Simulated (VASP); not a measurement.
# O (R-3m) in VASP: notebook

Runs on O. Level: PBE. Tasks: electric field gradients.

Program: VASP 6.6.1. These are calculated values, not measurements. Logs are shortened: lines on timing, memory, paths and dates and some standing lists are left out, and cuts for length are marked.

### Step 1. The cell of the first run

The structure is trigonal, space group R-3m (No. 166). Conventional cell: a = 3.282 Å, b = 3.282 Å, c = 10.969 Å, α = 90.00°, β = 90.00°, γ = 120.00°. Within 1.6 Å of O (site symmetry 3m) lie 1 O at 1.20 Å.

### Step 2. Electric field gradients, PBE, collinear spin, ferromagnetic start (17.06 Å³/atom)

Contents of INCAR:

```
PREC = Accurate
ENCUT = 520
EDIFF = 1E-8
ISMEAR = -1
SIGMA = 0.02
LREAL = False
LASPH = True
NELM = 150
ALGO = Normal
ISIF = 2
LWAVE = False
LCHARG = False
ISPIN = 2
MAGMOM = 1 1
LORBIT = 11
GGA = PE
LEFG = True
NBANDS = 17
```

Contents of KPOINTS:

```
Automatic mesh
0
Gamma
  8 8 8
```

Contents of POSCAR:

```
O
1.0
    1.6410465630      0.9474586749      3.6564629682
   -1.6410465630      0.9474586749      3.6564629682
    0.0000000000     -1.8949173498      3.6564629682
O
2
Direct
    0.9453852800      0.9453852800      0.9453852800
    0.0546147200      0.0546147200      0.0546147200
```

Potentials or basis: VASP PAW PBE potentials, release 64 (O).

Run with:

```
$ cat potpaw_PBE.64/O/POTCAR > POTCAR
$ mpirun -np 1 vasp_std > vasp.out
```

OUTCAR:

```text
PREC = Accurate
   ENCUT = 520
   EDIFF = 1E-8
   ISMEAR = -1
   LREAL = False
   LASPH = True
   NELM = 150
   ISIF = 2
   ISPIN = 2
   LORBIT = 11
   GGA = PE

 ion  position               nearest neighbor table
   1  0.945  0.945  0.945-   2 1.20
   2  0.055  0.055  0.055-   1 1.20

  LATTYP: Found a trigonal (rhomboedric) cell.
 ALAT       =     4.1183046512
 COS(alpha) =     0.6824333683

  Lattice vectors:

 A1 = (   1.6410465630,   0.9474586749,   3.6564629682)
 A2 = (  -1.6410465630,   0.9474586749,   3.6564629682)
 A3 = (   0.0000000000,  -1.8949173498,   3.6564629682)

Analysis of symmetry for initial positions (statically):
=====================================================================
 Subroutine PRICEL returns:
 Original cell was already a primitive cell.

 Routine SETGRP: Setting up the symmetry group for a
 trigonal (rhombohedral) supercell.

 Subroutine GETGRP returns: Found 12 space group operations
 (whereof 12 operations were pure point group operations)
 out of a pool of 12 trial point group operations.

The static configuration has the point symmetry D_3d.

Analysis of symmetry for dynamics (positions and initial velocities):
=====================================================================
 Subroutine PRICEL returns:
 Original cell was already a primitive cell.

 Routine SETGRP: Setting up the symmetry group for a
 trigonal (rhombohedral) supercell.

 Subroutine GETGRP returns: Found 12 space group operations
 (whereof 12 operations were pure point group operations)
 out of a pool of 12 trial point group operations.

The dynamic configuration has the point symmetry D_3d.

Analysis of structural, dynamic, and magnetic symmetry:
=====================================================================
 Subroutine PRICEL returns:
 Original cell was already a primitive cell.

 Routine SETGRP: Setting up the symmetry group for a
 trigonal (rhombohedral) supercell.

 Subroutine GETGRP returns: Found 12 space group operations
 (whereof 12 operations were pure point group operations)
 out of a pool of 12 trial point group operations.

The overall configuration has the point symmetry D_3d.

 Subroutine INISYM returns: Found 12 space group operations
 (whereof 12 operations are pure point group operations),
 and found     1 'primitive' translations

----------------------------------------------------------------------------------------

                                     Primitive cell

  volume of cell :      34.1109

  direct lattice vectors                    reciprocal lattice vectors
     1.641046563  0.947458675  3.656462968     0.304683615  0.175909167  0.091162781
    -1.641046563  0.947458675  3.656462968    -0.304683615  0.175909167  0.091162781
     0.000000000 -1.894917350  3.656462968     0.000000000 -0.351818335  0.091162781

  length of vectors
     4.118304651  4.118304651  4.118304651     0.363437468  0.363437468  0.363437468

  position of ions in fractional coordinates (direct lattice)
     0.945385280  0.945385280  0.945385280
     0.054614720  0.054614720  0.054614720

  ion indices of the primitive-cell ions
   primitive index   ion index
                 1           1
                 2           2

----------------------------------------------------------------------------------------

 KPOINTS: Automatic mesh

Automatic generation of k-mesh.
 Grid dimensions read from file:
 generate k-points for:    8    8    8

 Generating k-lattice:

  Cartesian coordinates                     Fractional coordinates (reciprocal lattice)
     0.038085452  0.021988646  0.011395348     0.125000000  0.000000000  0.000000000
    -0.038085452  0.021988646  0.011395348     0.000000000  0.125000000  0.000000000
     0.000000000 -0.043977292  0.011395348     0.000000000  0.000000000  0.125000000

  Length of vectors
     0.045429684  0.045429684  0.045429684

  Shift w.r.t. Gamma in fractional coordinates (k-lattice)
     0.000000000  0.000000000  0.000000000

 Subroutine IBZKPT returns following result:
 ===========================================

 Found     65 irreducible k-points:

 Following reciprocal coordinates:
            Coordinates               Weight
  0.000000  0.000000  0.000000      1.000000
  0.125000  0.000000  0.000000      6.000000
  0.250000  0.000000  0.000000      6.000000
  0.375000  0.000000  0.000000      6.000000
  0.500000  0.000000  0.000000      3.000000
  0.125000  0.125000  0.000000      6.000000
[... 16 lines left out ...]
  0.250000  0.125000  0.125000      6.000000
  0.375000  0.125000  0.125000      6.000000
 [... further k-points ...]
   k-points           NKPTS =     65   k-points in BZ     NKDIM =     65   number of bands    NBANDS=     17
   number of dos      NEDOS =    301   number of ions     NIONS =      2
   total plane-waves  NPLWV =  32768
   dimension x,y,z NGX =    32 NGY =   32 NGZ =   32
   dimension x,y,z NGXF=    64 NGYF=   64 NGZF=   64
   ions per type =               2
   NGX,Y,Z   is equivalent  to a cutoff of  12.92, 12.92, 12.92 a.u.
   NGXF,Y,Z  is equivalent  to a cutoff of  25.84, 25.84, 25.84 a.u.
 SYSTEM =  unknown system
   PREC   = accura    normal or accurate (medium, high low for compatibility)
   ISTART =      0    job   : 0-new  1-cont  2-samecut
   ICHARG =      2    charge: 1-file 2-atom 10-const
   ISPIN  =      2    spin polarized calculation?
   LNONCOLLINEAR =      F non collinear calculations
   LSORBIT =      F    spin-orbit coupling
   LASPH  =      T    aspherical Exc in radial PAW
   ENCUT  =  520.0 eV  38.22 Ry    6.18 a.u.   7.66  7.66  7.66*2*pi/ulx,y,z
   NELM   =    150;   NELMIN=  2; NELMDL= -5     # of ELM steps
   EDIFF  = 0.1E-07   stopping-criterion for ELM
   LREAL  =      F    real-space projection
   EDIFFG = 0.1E-06   stopping-criterion for IOM
   NSW    =      0    number of steps for IOM
   IBRION =     -1    ionic relax: 0-MD 1-quasi-New 2-CG
   NFREE  =      0    steps in history (QN), initial steepest desc. (CG)
   ISIF   =      2    stress and relaxation
   ISYM   =      2    0-nonsym 1-usesym 2-fastsym
   POTIM  = 0.5000    time-step for ionic-motion
   TEBEG  =    0.0;   TEEND  =   0.0 temperature during run
   PSTRESS=    0.0 pullay stress
   NELECT =      12.0000    total number of electrons
   NUPDOWN=      -1.0000    fix difference up-down
   EMIN   =  10.00;   EMAX   =-10.00  energy-range for DOS
   EFERMI =   0.00;   METHOD = LEGACY
   ISMEAR =    -1;   SIGMA  =   0.02  broadening in eV -4-tet -1-fermi 0-gaus
   EFERMI_NEDOS =   21; number of points for ismear=-14 and -15
   IALGO  =     38    algorithm
   IMIX   =      4    mixing-type and parameters
     AMIX     =   0.40;   BMIX     =  1.00
     AMIX_MAG =   1.60;   BMIX_MAG =  1.00
  volume/ion in A,a.u.               =      17.06       115.10
  Fermi-wavevector in a.u.,A,eV,Ry     =   1.155679  2.183917 18.171872  1.335595
  Thomas-Fermi vector in A             =   2.292306
   LORBIT       =     11    0 simple, 1 ext, 2 COOP (PROOUT), +10 PAW based schemes
   GGA     = PE    functional components
   LHFCALC =     F    Hartree Fock is set to
   AEXX    =    0.0000 exact exchange contribution
   IVDW    =     0    specifies the selected vdW correction
   LEPSILON=     F    determine dielectric tensor
   LRPA    =     F    only Hartree local field effects (RPA)
 spin polarized calculation
  energy-cutoff  :      520.00
  volume of cell :       34.11
 maximum number of plane-waves:       934
   NGX = 15   NGY = 15   NGZ = 15

 number of electron      12.0000006 magnetization       2.0000002

 Free energy of the ion-electron system (eV)
  ---------------------------------------------------
  ext. energy  EPLUGINS =         0.00000000
  ---------------------------------------------------
  free energy    TOTEN  =        -9.80401567 eV

  energy without entropy =       -9.80401567  energy(sigma->0) =       -9.80401567

 E-fermi :  -1.5152     XC(G=0):  -7.4160

 val. band max:       -2.0665130696   @ k =   0.5000   0.5000   0.5000
 cond. band min:      -0.8910669973   @ k =   0.5000   0.5000   0.0000
 fundamental gap:      1.1754460723
 Fermi energy:        -1.5151627068

 spin component 1

 k-point     1 :       0.0000    0.0000    0.0000
  band No.  band energies     occupation
      1     -29.1406      1.00000
      2     -16.0345      1.00000
      3      -9.9495      1.00000
      4      -8.9774      1.00000
      5      -8.9774      1.00000
      6      -2.2259      1.00000
[... 9 lines left out ...]
     16      19.9755      0.00000
     17      22.5287      0.00000

 k-point     2 :       0.1250    0.0000    0.0000
  band No.  band energies     occupation
      1     -29.1261      1.00000
      2     -16.0338      1.00000
      3      -9.9217      1.00000
      4      -9.0638      1.00000
      5      -9.0006      1.00000
      6      -2.3027      1.00000
[... 9 lines left out ...]
     16      21.8789      0.00000
     17      23.4153      0.00000
[... 421 lines left out ...]
 k-point    24 :       0.3750    0.1250    0.1250
  band No.  band energies     occupation
      1     -29.0833      1.00000
      2     -16.1448      1.00000
      3      -9.6680      1.00000
      4      -9.2547      1.00000
      5      -9.0589      1.00000
      6      -2.4243      1.00000
[... 9 lines left out ...]
     16      21.2477      0.00000
     17      24.4754      0.00000

 [... further k-points ...]

 spin component 2

 k-point     1 :       0.0000    0.0000    0.0000
  band No.  band energies     occupation
      1     -27.9551      1.00000
      2     -14.2066      1.00000
      3      -9.1064      1.00000
      4      -7.0214      1.00000
      5      -7.0214      1.00000
      6       0.1778      0.00000
[... 9 lines left out ...]
     16      20.4728      0.00000
     17      22.7244      0.00000

 k-point     2 :       0.1250    0.0000    0.0000
  band No.  band energies     occupation
      1     -27.9400      1.00000
      2     -14.2080      1.00000
      3      -9.0423      1.00000
      4      -7.1691      1.00000
      5      -7.0495      1.00000
      6       0.0779      0.00000
[... 9 lines left out ...]
     16      22.1608      0.00000
     17      23.8362      0.00000
[... 421 lines left out ...]
 k-point    24 :       0.3750    0.1250    0.1250
  band No.  band energies     occupation
      1     -27.8953      1.00000
      2     -14.3491      1.00000
      3      -8.5842      1.00000
      4      -7.5948      1.00000
      5      -7.1194      1.00000
      6      -0.0846      0.00000
[... 9 lines left out ...]
     16      21.7199      0.00000
     17      24.8650      0.00000

 [... further k-points ...]

------------------------ aborting loop because EDIFF is reached ----------------------------------------

  FORCE on cell =-STRESS in cart. coord.  units (eV):
  Direction    XX          YY          ZZ          XY          YZ          ZX
  --------------------------------------------------------------------------------------
  -------------------------------------------------------------------------------------
  Total        0.2735061      0.2735061      3.6680238      0.0000000      0.0000000      0.0000000
  in kB       12.8464777     12.8464777    172.2856530      0.0000000      0.0000000      0.0000000
  external PRESSURE =      65.9928694 kB  Pullay stress =       0.0000000 kB

 VOLUME and BASIS-vectors are now :
 -----------------------------------------------------------------------------
  energy-cutoff  :      520.00
  volume of cell :       34.11
      direct lattice vectors                 reciprocal lattice vectors
     1.641046563  0.947458675  3.656462968     0.304683615  0.175909167  0.091162781
    -1.641046563  0.947458675  3.656462968    -0.304683615  0.175909167  0.091162781
     0.000000000 -1.894917350  3.656462968     0.000000000 -0.351818335  0.091162781

 POSITION                                       TOTAL-FORCE (eV/Angst)
 -----------------------------------------------------------------------------------
      0.00000      0.00000     10.37030         0.000000      0.000000     -2.876966
      0.00000      0.00000      0.59909         0.000000     -0.000000      2.876966
 -----------------------------------------------------------------------------------
    total drift:                               -0.000000     -0.000000      0.000000

  FREE ENERGIE OF THE ION-ELECTRON SYSTEM (eV)
  ---------------------------------------------------
  free  energy   TOTEN  =        -9.8040156746 eV

  energy  without entropy=       -9.8040156746  energy(sigma->0) =       -9.80401567

 Electric field gradients (V/A^2)
---------------------------------------------------------------------
 ion       V_xx      V_yy      V_zz      V_xy      V_xz      V_yz
---------------------------------------------------------------------
   1     -69.671   -69.671   139.342     0.000    -0.000     0.000
   2     -69.671   -69.671   139.342     0.000     0.000     0.000
---------------------------------------------------------------------

 Electric field gradients after diagonalization (V/A^2)
 (convention: |V_zz| > |V_xx| > |V_yy|)
----------------------------------------------------------------------
 ion       V_xx      V_yy      V_zz     asymmetry (V_yy - V_xx)/ V_zz
----------------------------------------------------------------------
   1     -69.671   -69.671   139.342       0.000
   2     -69.671   -69.671   139.342       0.000
----------------------------------------------------------------------

           NMR quadrupolar parameters

 Cq : quadrupolar parameter    Cq=e*Q*V_zz/h
 eta: asymmetry parameters     (V_yy - V_xx)/ V_zz
 Q  : nuclear electric quadrupole moment in mb (millibarn)
----------------------------------------------------------------------
 ion       Cq(MHz)       eta       Q (mb)
----------------------------------------------------------------------
   1       0.337       0.000       1.000
   2       0.337       0.000       1.000
----------------------------------------------------------------------

 total charge

# of ion       s       p       d       tot
------------------------------------------
    1        1.614   3.332   0.000   4.946
    2        1.614   3.332   0.000   4.946
--------------------------------------------------
tot          3.227   6.664   0.000   9.891

 magnetization (x)

# of ion       s       p       d       tot
------------------------------------------
    1        0.011   0.796   0.000   0.807
    2        0.011   0.796   0.000   0.807
--------------------------------------------------
tot          0.021   1.592   0.000   1.614
```

It took 69 s on 1 thread of Intel Xeon Platinum 8375C at 2.90GHz (Ice Lake), shared host; peak memory 0.22 GiB.

Results:

```
Free energy                                           : -9.8040 eV
Pressure                                              : 6.6 GPa
Largest force                                         : 2.877 eV/Å
Band gap on the k mesh                                : 1.18 eV (least direct gap 1.24 eV)
Net moment                                            : 2.00 μB per cell
Site moments                                          : O +0.81 μB
Largest electric field gradient by atom               : O +139.3 V/Å²
Valence electrons inside the program's atomic spheres : O 4.95
```

Forces on the atoms (eV/Å):
```
O    0.000  0.000 -2.877
O    0.000  0.000  2.877
```

Stress tensor (GPa, compression positive):
```
 1.28  0.00  0.00
 0.00  1.28  0.00
 0.00  0.00 17.23
```

Levels at points of the mesh, in eV from the valence-band top:
Spin up:
```csv
k point,band 4,band 5,band 6,band 7,band 8,band 9,band 10,band 11
"(0.00, 0.00, 0.00)",-6.91,-6.91,-0.16,-0.16,6.80,11.25,13.98,16.23
"(0.50, 0.00, 0.00)",-7.29,-7.07,-0.64,-0.39,9.51,11.20,11.73,15.70
"(0.50, 0.50, 0.00)",-7.18,-6.98,-0.97,-0.07,9.36,10.77,12.69,13.20
"(0.50, 0.50, 0.50)",-6.97,-6.85,0.00,0.00,7.24,7.80,12.62,17.71
```
Spin down:
| k point | band 3 | band 4 | band 5 | band 6 | band 7 | band 8 |
| --- | --- | --- | --- | --- | --- | --- |
| (0.00, 0.00, 0.00) | -7.04 | -4.95 | -4.95 | 2.24 | 2.24 | 7.24 |
| (0.50, 0.00, 0.00) | -6.38 | -6.12 | -5.14 | 1.63 | 1.95 | 10.27 |
| (0.50, 0.50, 0.00) | -6.03 | -6.00 | -5.28 | 1.18 | 2.37 | 10.26 |
| (0.50, 0.50, 0.50) | -5.89 | -5.02 | -5.02 | 2.44 | 2.44 | 7.98 |

Electric field gradients, principal values (V/Å²):
```tsv
atom	least	middle	greatest (by size)
1 O	-69.671	-69.671	139.342
2 O	-69.671	-69.671	139.342
```

Caveat: the standard files for N, O and F lose accuracy on very short bonds; the stress differs along the axes, from 1 to 17 GPa; this functional lacks dispersion, which holds the molecules together, so the pressure and a relaxed volume are unreliable; without QUAD_EFG the Cq values of the log hold for a quadrupole moment of 1 mb, not for the nuclei; forces of over 1 eV/Å act on the atoms, so gaps and moduli don't describe the material at rest.

(Part 1 of 3 ends here.)
